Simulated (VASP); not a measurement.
# Tb4WO (R-3m) in VASP: notebook

Tb4WO is run at these levels: PBE; tasks: single point.

All numbers are computed with VASP 6.6.1; they aren't measurements. Logs are shortened: lines on timing, memory, paths and dates and some standing lists are left out, and cuts for length are marked.

**1. The cell of the first run**

Symmetry: R-3m, No. 166, trigonal system. Conventional cell: a = 5.304 Å, b = 5.304 Å, c = 17.037 Å, α = 90.00°, β = 90.00°, γ = 120.00°. Tb (site symmetry 3m) has 1 O at 2.12 Å within 2.8 Å. Tb (site symmetry 3m) has 1 W at 2.98 Å and 3 O at 3.07 Å and 10 Tb at 3.07 to 3.80 Å within 3.9 Å. W (site symmetry -3m) has 8 Tb at 2.98 to 3.15 Å within 3.9 Å. O (site symmetry -3m) has 2 Tb at 2.12 Å within 2.8 Å.

The cell was generated, and may not be a known phase.

**2. Single point, PBE**

Contents of INCAR:

```
SYSTEM = Tb4WO
PREC = Accurate
ENCUT = 600
EDIFF = 1E-6
ISMEAR = 0
SIGMA = 0.1
LREAL = .FALSE.
LASPH = .TRUE.
NELM = 200
ALGO = Normal
ISIF = 2
LWAVE = .FALSE.
LCHARG = .TRUE.
GGA = PE
LELF = .TRUE.
LVHAR = .TRUE.
NBANDS = 37
GGA_COMPAT = .FALSE.
LMAXMIX = 6
```

Contents of KPOINTS:

```
Automatic mesh
0
G
  6 6 6
  0 0 0
```

Contents of POSCAR:

```
Tb4WO
1.0
    2.6519923838      1.5311285167      5.6789808876
   -2.6519923838      1.5311285167      5.6789808876
    0.0000000000     -3.0622570334      5.6789808876
Tb W O
4 1 1
Direct
    0.3756334865      0.3756334865      0.3756334865
    0.8253436264      0.8253436264      0.8253436264
    0.1746563736      0.1746563736      0.1746563736
    0.6243665135      0.6243665135      0.6243665135
    0.0000000000      0.0000000000      0.0000000000
    0.5000000000      0.5000000000      0.5000000000
```

Potentials or basis: VASP PAW PBE potentials, release 64 (Tb_3, W_sv, O), 4f in core.

Started as:

```console
> cat potpaw_PBE.64/Tb_3/POTCAR potpaw_PBE.64/W_sv/POTCAR potpaw_PBE.64/O/POTCAR > POTCAR
> mpirun -np 1 vasp_std > vasp.out
```

OUTCAR:

```text
SYSTEM = Tb4WO
   PREC = Accurate
   ENCUT = 600
   EDIFF = 1E-6
   ISMEAR = 0
   LREAL = .FALSE.
   LASPH = .TRUE.
   NELM = 200
   ISIF = 2
   GGA = PE

 ion  position               nearest neighbor table
   1  0.376  0.376  0.376-   6 2.12   5 3.15   5 3.15   5 3.15   4 3.38   4 3.38   4 3.38   3 3.42
                             2 3.65   2 3.65   2 3.65   3 3.80   3 3.80   3 3.80
   2  0.825  0.825  0.825-   5 2.98   3 3.07   3 3.07   3 3.07   4 3.42   1 3.65   1 3.65   1 3.65
                             4 3.80   4 3.80   4 3.80
   3  0.175  0.175  0.175-   5 2.98   2 3.07   2 3.07   2 3.07   1 3.42   4 3.65   4 3.65   4 3.65
                             1 3.80   1 3.80   1 3.80
   4  0.624  0.624  0.624-   6 2.12   5 3.15   5 3.15   5 3.15   1 3.38   1 3.38   1 3.38   2 3.42
                             3 3.65   3 3.65   3 3.65   2 3.80   2 3.80   2 3.80
   5  0.000  0.000  0.000-   2 2.98   3 2.98   4 3.15   4 3.15   1 3.15   1 3.15   4 3.15   1 3.15

   6  0.500  0.500  0.500-   1 2.12   4 2.12

  LATTYP: Found a trigonal (rhomboedric) cell.
 ALAT       =     6.4519951999
 COS(alpha) =     0.6621013401

  Lattice vectors:

 A1 = (   2.6519923838,   1.5311285167,   5.6789808876)
 A2 = (  -2.6519923838,   1.5311285167,   5.6789808876)
 A3 = (   0.0000000000,  -3.0622570334,   5.6789808876)

Analysis of symmetry for initial positions (statically):
=====================================================================
 Subroutine PRICEL returns:
 Original cell was already a primitive cell.

 Routine SETGRP: Setting up the symmetry group for a
 trigonal (rhombohedral) supercell.

 Subroutine GETGRP returns: Found 12 space group operations
 (whereof 12 operations were pure point group operations)
 out of a pool of 12 trial point group operations.

The static configuration has the point symmetry D_3d.

Analysis of symmetry for dynamics (positions and initial velocities):
=====================================================================
 Subroutine PRICEL returns:
 Original cell was already a primitive cell.

 Routine SETGRP: Setting up the symmetry group for a
 trigonal (rhombohedral) supercell.

 Subroutine GETGRP returns: Found 12 space group operations
 (whereof 12 operations were pure point group operations)
 out of a pool of 12 trial point group operations.

The dynamic configuration has the point symmetry D_3d.

 Subroutine INISYM returns: Found 12 space group operations
 (whereof 12 operations are pure point group operations),
 and found     1 'primitive' translations

----------------------------------------------------------------------------------------

                                     Primitive cell

  volume of cell :     138.3584

  direct lattice vectors                    reciprocal lattice vectors
     2.651992384  1.531128517  5.678980888     0.188537495  0.108852173  0.058695977
    -2.651992384  1.531128517  5.678980888    -0.188537495  0.108852173  0.058695977
     0.000000000 -3.062257033  5.678980888     0.000000000 -0.217704347  0.058695977

  length of vectors
     6.451995200  6.451995200  6.451995200     0.225478159  0.225478159  0.225478159

  position of ions in fractional coordinates (direct lattice)
     0.375633487  0.375633487  0.375633487
     0.825343626  0.825343626  0.825343626
     0.174656374  0.174656374  0.174656374
     0.624366514  0.624366514  0.624366514
     0.000000000  0.000000000  0.000000000
     0.500000000  0.500000000  0.500000000

  ion indices of the primitive-cell ions
   primitive index   ion index
                 1           1
                 2           2
                 3           3
                 4           4
                 5           5
                 6           6

----------------------------------------------------------------------------------------

 KPOINTS: Automatic mesh

Automatic generation of k-mesh.
 Grid dimensions read from file:
 generate k-points for:    6    6    6

 Generating k-lattice:

  Cartesian coordinates                     Fractional coordinates (reciprocal lattice)
     0.031422916  0.018142029  0.009782663     0.166666667  0.000000000  0.000000000
    -0.031422916  0.018142029  0.009782663     0.000000000  0.166666667  0.000000000
     0.000000000 -0.036284058  0.009782663     0.000000000  0.000000000  0.166666667

  Length of vectors
     0.037579693  0.037579693  0.037579693

  Shift w.r.t. Gamma in fractional coordinates (k-lattice)
     0.000000000  0.000000000  0.000000000

 Subroutine IBZKPT returns following result:
 ===========================================

 Found     32 irreducible k-points:

 Following reciprocal coordinates:
            Coordinates               Weight
  0.000000  0.000000  0.000000      1.000000
  0.166667  0.000000  0.000000      6.000000
  0.333333 -0.000000  0.000000      6.000000
  0.500000  0.000000  0.000000      3.000000
  0.166667  0.166667  0.000000      6.000000
  0.333333  0.166667  0.000000     12.000000
[... 16 lines left out ...]
  0.500000  0.500000  0.166667      6.000000
 -0.333333  0.500000  0.166667     12.000000
 [... further k-points ...]
   k-points           NKPTS =     32   k-points in BZ     NKDIM =     32   number of bands    NBANDS=     37
   number of dos      NEDOS =    301   number of ions     NIONS =      6
   total plane-waves  NPLWV = 157464
   dimension x,y,z NGX =    54 NGY =   54 NGZ =   54
   dimension x,y,z NGXF=   108 NGYF=  108 NGZF=  108
   ions per type =               4   1   1
   NGX,Y,Z   is equivalent  to a cutoff of  13.91, 13.91, 13.91 a.u.
   NGXF,Y,Z  is equivalent  to a cutoff of  27.83, 27.83, 27.83 a.u.
 SYSTEM =  Tb4WO
   PREC   = accura    normal or accurate (medium, high low for compatibility)
   ISTART =      0    job   : 0-new  1-cont  2-samecut
   ICHARG =      2    charge: 1-file 2-atom 10-const
   ISPIN  =      1    spin polarized calculation?
   LNONCOLLINEAR =      F non collinear calculations
   LSORBIT =      F    spin-orbit coupling
   LASPH  =      T    aspherical Exc in radial PAW
   ENCUT  =  600.0 eV  44.10 Ry    6.64 a.u.  12.89 12.89 12.89*2*pi/ulx,y,z
   NELM   =    200;   NELMIN=  2; NELMDL= -5     # of ELM steps
   EDIFF  = 0.1E-05   stopping-criterion for ELM
   LREAL  =      F    real-space projection
   EDIFFG = 0.1E-04   stopping-criterion for IOM
   NSW    =      0    number of steps for IOM
   IBRION =     -1    ionic relax: 0-MD 1-quasi-New 2-CG
   NFREE  =      0    steps in history (QN), initial steepest desc. (CG)
   ISIF   =      2    stress and relaxation
   ISYM   =      2    0-nonsym 1-usesym 2-fastsym
   POTIM  = 0.5000    time-step for ionic-motion
   TEBEG  =    0.0;   TEEND  =   0.0 temperature during run
   PSTRESS=    0.0 pullay stress
   NELECT =      56.0000    total number of electrons
   NUPDOWN=      -1.0000    fix difference up-down
   EMIN   =  10.00;   EMAX   =-10.00  energy-range for DOS
   EFERMI =   0.00;   METHOD = LEGACY
   ISMEAR =     0;   SIGMA  =   0.10  broadening in eV -4-tet -1-fermi 0-gaus
   EFERMI_NEDOS =   21; number of points for ismear=-14 and -15
   IALGO  =     38    algorithm
   IMIX   =      4    mixing-type and parameters
     AMIX     =   0.40;   BMIX     =  1.00
     AMIX_MAG =   1.60;   BMIX_MAG =  1.00
  volume/ion in A,a.u.               =      23.06       155.61
  Fermi-wavevector in a.u.,A,eV,Ry     =   1.210976  2.288413 19.952449  1.466464
  Thomas-Fermi vector in A             =   2.346506
   LORBIT       =      0    0 simple, 1 ext, 2 COOP (PROOUT), +10 PAW based schemes
   GGA     = PE    functional components
   LHFCALC =     F    Hartree Fock is set to
   AEXX    =    0.0000 exact exchange contribution
   IVDW    =     0    specifies the selected vdW correction
   LEPSILON=     F    determine dielectric tensor
   LRPA    =     F    only Hartree local field effects (RPA)
 non-spin polarized calculation
 Gauss-broadening in eV      SIGMA  =   0.10
  energy-cutoff  :      600.00
  volume of cell :      138.36
 maximum number of plane-waves:      4648
 NGX is ok and might be reduce to    54
   NGX = 25   NGY = 25   NGZ = 25

 number of electron      55.9999999 magnetization

 Free energy of the ion-electron system (eV)
  ---------------------------------------------------
  ext. energy  EPLUGINS =         0.00000000
  ---------------------------------------------------
  free energy    TOTEN  =       -38.08714107 eV

  energy without entropy =      -38.05025193  energy(sigma->0) =      -38.06869650

 E-fermi :   4.5645     XC(G=0): -10.7320

 val. band max:        4.5555167818   @ k =   0.1667   0.1667   0.1667
 cond. band min:       4.5652755059   @ k =   0.3333   0.3333   0.0000
 fundamental gap:      0.0097587241
 Fermi energy:         4.5644772097

 k-point     1 :       0.0000    0.0000    0.0000
  band No.  band energies     occupation
      1     -68.5333      2.00000
      2     -32.7684      2.00000
      3     -32.7684      2.00000
      4     -32.6599      2.00000
      5     -18.8034      2.00000
      6     -18.8034      2.00000
[... 29 lines left out ...]
     36       7.2875      0.00000
     37       7.2875      0.00000

 k-point     2 :       0.1667    0.0000    0.0000
  band No.  band energies     occupation
      1     -68.5333      2.00000
      2     -32.7686      2.00000
      3     -32.7682      2.00000
      4     -32.6599      2.00000
      5     -18.8269      2.00000
      6     -18.7740      2.00000
[... 29 lines left out ...]
     36       6.9686      0.00000
     37       7.3055      0.00000

 k-point     3 :       0.3333   -0.0000    0.0000
  band No.  band energies     occupation
      1     -68.5333      2.00000
      2     -32.7688      2.00000
      3     -32.7677      2.00000
      4     -32.6599      2.00000
      5     -18.8701      2.00000
      6     -18.7417      2.00000
[... 29 lines left out ...]
     36       7.2476      0.00000
     37       7.5544      0.00000

 k-point     4 :       0.5000    0.0000    0.0000
  band No.  band energies     occupation
      1     -68.5333      2.00000
      2     -32.7690      2.00000
      3     -32.7674      2.00000
      4     -32.6600      2.00000
      5     -18.8901      2.00000
      6     -18.7419      2.00000
[... 29 lines left out ...]
     36       7.5024      0.00000
     37       7.8380      0.00000
[... 683 lines left out ...]
      1     -68.5333      2.00000
      2     -32.7687      2.00000
      3     -32.7677      2.00000
      4     -32.6599      2.00000
      5     -18.9578      2.00000
      6     -18.6087      2.00000
[... 29 lines left out ...]
     36       7.2215      0.00000
     37       7.8116      0.00000

 k-point    23 :       0.5000    0.5000    0.1667
  band No.  band energies     occupation
      1     -68.5333      2.00000
      2     -32.7689      2.00000
      3     -32.7677      2.00000
      4     -32.6597      2.00000
      5     -18.8747      2.00000
      6     -18.7301      2.00000
[... 29 lines left out ...]
     36       7.2851      0.00000
     37       7.7810      0.00000

 k-point    24 :      -0.3333    0.5000    0.1667
  band No.  band energies     occupation
      1     -68.5333      2.00000
      2     -32.7687      2.00000
      3     -32.7677      2.00000
      4     -32.6598      2.00000
      5     -18.9554      2.00000
      6     -18.6099      2.00000
[... 29 lines left out ...]
     36       7.6023      0.00000
     37       7.7747      0.00000

 [... further k-points ...]
[... 5 lines left out ...]
  --------------------------------------------------------------------------------------
  -------------------------------------------------------------------------------------
  Total        1.9815780      1.9815780      0.4584069      0.0000000      0.0000000      0.0000000
  in kB       22.9464856     22.9464856      5.3083084      0.0000000      0.0000000      0.0000000
  external PRESSURE =      17.0670932 kB  Pullay stress =       0.0000000 kB

 VOLUME and BASIS-vectors are now :
 -----------------------------------------------------------------------------
  energy-cutoff  :      600.00
  volume of cell :      138.36
      direct lattice vectors                 reciprocal lattice vectors
     2.651992384  1.531128517  5.678980888     0.188537495  0.108852173  0.058695977
    -2.651992384  1.531128517  5.678980888    -0.188537495  0.108852173  0.058695977
     0.000000000 -3.062257033  5.678980888     0.000000000 -0.217704347  0.058695977

 POSITION                                       TOTAL-FORCE (eV/Angst)
 -----------------------------------------------------------------------------------
      0.00000      0.00000      6.39965         0.000000      0.000000     -0.092015
      0.00000      0.00000     14.06133         0.000000      0.000000     -0.051431
      0.00000      0.00000      2.97561         0.000000      0.000000      0.051431
      0.00000      0.00000     10.63730         0.000000     -0.000000      0.092015
      0.00000      0.00000      0.00000         0.000000      0.000000      0.000000
      0.00000      0.00000      8.51847        -0.000000      0.000000      0.000000
 -----------------------------------------------------------------------------------
    total drift:                               -0.000000     -0.000000      0.000000

  FREE ENERGIE OF THE ION-ELECTRON SYSTEM (eV)
  ---------------------------------------------------
  free  energy   TOTEN  =       -38.0871410703 eV

  energy  without entropy=      -38.0502519313  energy(sigma->0) =      -38.06869650
```

Run time: 3.3 min. Hardware: 1 thread of Intel Xeon 6975P-C (Granite Rapids), shared host; peak memory 0.49 GiB.

Results:

```
Free energy            : -38.0871 eV
Pressure               : 1.7 GPa
Largest force          : 0.092 eV/Å
Band gap on the k mesh : zero (bands 28 and 29 overlap by 0.48 eV)
```

Forces on the atoms (eV/Å):
```
Tb   0.000  0.000 -0.092
Tb   0.000  0.000 -0.051
Tb   0.000  0.000  0.051
Tb   0.000  0.000  0.092
W    0.000  0.000  0.000
O    0.000  0.000  0.000
```

Stress tensor (GPa, compression positive):
```
2.29 0.00 0.00
0.00 2.29 0.00
0.00 0.00 0.53
```

Caveat: spin-orbit coupling is left out, which moves the levels of the heavy elements; the 4f electrons are frozen in the core, so they carry no moment and show no levels; the run has no spin polarisation, though such a crystal can be magnetic. With open d or f shells a metallic result of PBE can be an artefact of self-interaction; +U or a hybrid may open a gap.

**3. Single point, PBE**

This run uses another cell than the first one, of 24.15 Å³/atom.

Contents of INCAR:

```
PREC = Accurate
ENCUT = 600
EDIFF = 1E-6
ISMEAR = 0
SIGMA = 0.1
LREAL = F
LASPH = T
NELM = 200
ALGO = Normal
ISIF = 2
LWAVE = F
LCHARG = T
GGA = PE
LELF = T
LVHAR = T
NBANDS = 37
GGA_COMPAT = F
LMAXMIX = 6
```

Contents of KPOINTS:

```
Automatic mesh
0
Gamma
  6 6 6
```

Contents of POSCAR:

```
Tb4WO
1.0
    2.7435516916      1.5839903077      5.5564414831
   -2.7435516916      1.5839903077      5.5564414831
    0.0000000000     -3.1679806154      5.5564414831
Tb W O
4 1 1
Direct
    0.3745245123      0.3745245123      0.3745245123
    0.8327841468      0.8327841468      0.8327841468
    0.1672158532      0.1672158532      0.1672158532
    0.6254754877      0.6254754877      0.6254754877
    0.0000000000      0.0000000000      0.0000000000
    0.5000000000      0.5000000000      0.5000000000
```

Potentials or basis: VASP PAW PBE potentials, release 64 (Tb_3, W_sv, O), 4f in core.

Started as:

```console
> cat potpaw_PBE.64/Tb_3/POTCAR potpaw_PBE.64/W_sv/POTCAR potpaw_PBE.64/O/POTCAR > POTCAR
> mpirun -np 1 vasp_std > vasp.out
```

Run time: 10 min. Hardware: 1 thread of AMD EPYC 7R43 (Zen 3), shared host; peak memory 0.45 GiB.

Results (log left out):

| Property | Result |
| --- | --- |
| Free energy | -38.1623 eV |
| Pressure | 0.7 GPa |
| Largest force | 0.183 eV/Å |
| Band gap on the k mesh | zero (bands 28 and 29 overlap by 0.49 eV) |

Forces in eV/Å, atoms in the order of the input:
```
Tb   0.000  0.000 -0.183
Tb   0.000  0.000 -0.031
Tb   0.000  0.000  0.031
Tb   0.000  0.000  0.183
W    0.000  0.000  0.000
O    0.000  0.000  0.000
```

Stress tensor (GPa, compression positive):
```
0.34 0.00 0.00
0.00 0.34 0.00
0.00 0.00 1.44
```

Levels at points of the mesh, in eV from the Fermi level:
```tsv
k point	band 26	band 27	band 28	band 29	band 30	band 31
(0.00, 0.00, 0.00)	-0.60	-0.39	-0.13	-0.13	0.36	2.06
(0.50, 0.00, 0.00)	-0.46	-0.46	-0.33	-0.27	0.16	0.99
(0.50, 0.50, 0.00)	-0.51	-0.50	-0.34	0.51	0.58	1.07
(0.50, 0.50, 0.50)	-0.19	-0.19	-0.01	-0.01	0.47	1.50
```

Caveat: spin-orbit coupling is left out, which moves the levels of the heavy elements; the 4f electrons are frozen in the core, so they carry no moment and show no levels; the run has no spin polarisation, though such a crystal can be magnetic. With open d or f shells a metallic result of PBE can be an artefact of self-interaction; +U or a hybrid may open a gap.

**4. Single point, PBE**

This run uses another cell than the first one, of 24.20 Å³/atom.

Contents of INCAR:

```
SYSTEM = Tb4WO
PREC = Accurate
ENCUT = 600
EDIFF = 1E-6
ISMEAR = 0
SIGMA = 0.1
LREAL = .False.
LASPH = .True.
NELM = 200
ALGO = Normal
ISIF = 2
LWAVE = .False.
LCHARG = .False.
GGA = PE
NBANDS = 37
GGA_COMPAT = .False.
LMAXMIX = 6
```

Contents of KPOINTS:

```
regular mesh
0
Gamma
  6 6 6
  0 0 0
```

Contents of POSCAR:

```
Tb4WO
1.0
    2.7454203936      1.5850692033      5.5618111630
   -2.7454203936      1.5850692033      5.5618111630
    0.0000000000     -3.1701384066      5.5618111630
Tb W O
4 1 1
Direct
    0.3745814036      0.3745814036      0.3745814036
    0.8328307696      0.8328307696      0.8328307696
    0.1671692304      0.1671692304      0.1671692304
    0.6254185964      0.6254185964      0.6254185964
    0.0000000000      0.0000000000      0.0000000000
    0.5000000000      0.5000000000      0.5000000000
```

Started as:

```console
> cat potpaw_PBE.64/Tb_3/POTCAR potpaw_PBE.64/W_sv/POTCAR potpaw_PBE.64/O/POTCAR > POTCAR
> mpirun -np 1 vasp_std > vasp.out
```

It took 8.5 min on 1 thread of AMD EPYC 7R43 (Zen 3), shared host; peak memory 0.46 GiB.

The run converged. Its results:

```yaml
Free_energy: -38.1635 eV
Pressure: 0.5 GPa
Largest_force: 0.174 eV/Å
Band_gap_on_the_k_mesh: zero (bands 28 and 29 overlap by 0.49 eV)
```

Forces on the atoms (eV/Å):
```
Tb   0.000  0.000 -0.174
Tb   0.000  0.000 -0.026
Tb   0.000  0.000  0.026
Tb   0.000  0.000  0.174
W    0.000  0.000  0.000
O    0.000  0.000  0.000
```

Stress tensor (GPa, compression positive):
```
0.22 0.00 0.00
0.00 0.22 0.00
0.00 0.00 1.17
```

Levels at points of the mesh, in eV from the Fermi level:
```csv
k point,band 26,band 27,band 28,band 29,band 30,band 31
"(0.00, 0.00, 0.00)",-0.60,-0.40,-0.13,-0.13,0.35,2.06
"(0.50, 0.00, 0.00)",-0.46,-0.46,-0.33,-0.27,0.16,0.99
"(0.50, 0.50, 0.00)",-0.52,-0.50,-0.34,0.51,0.58,1.08
"(0.50, 0.50, 0.50)",-0.19,-0.19,-0.01,-0.01,0.46,1.50
```

Caveat: spin-orbit coupling is left out, which moves the levels of the heavy elements; the 4f electrons are frozen in the core, so they carry no moment and show no levels; the run has no spin polarisation, though such a crystal can be magnetic. With open d or f shells a metallic result of PBE can be an artefact of self-interaction; +U or a hybrid may open a gap.

**5. Summary**

| cell | gap on the mesh (eV) | pressure (GPa) | largest force (eV/Å) |
| --- | --- | --- | --- |
| a = 6.452 Å, angles 48.5°, 6 atoms, atomic positions A | none | 1.7 | 0.09 |
| a = 6.396 Å, angles 50.8°, 6 atoms, atomic positions B | none | 0.7 | 0.18 |
| a = 6.402 Å, angles 50.8°, 6 atoms, atomic positions C | none | 0.5 | 0.17 |

Alike in all rows: task single point; level PBE; potentials or basis VASP PAW PBE potentials, release 64 (Tb_3, W_sv, O), 4f in core; no spin polarisation; k mesh 6 × 6 × 6; cutoff (eV) 600; smearing gaussian 0.1 eV.

Caveats: spin-orbit coupling is left out, which moves the levels of the heavy elements; the 4f electrons are frozen in the core, so they carry no moment and show no levels; the run has no spin polarisation, though such a crystal can be magnetic.

Absolute energies hang on the potentials; compare differences alone.
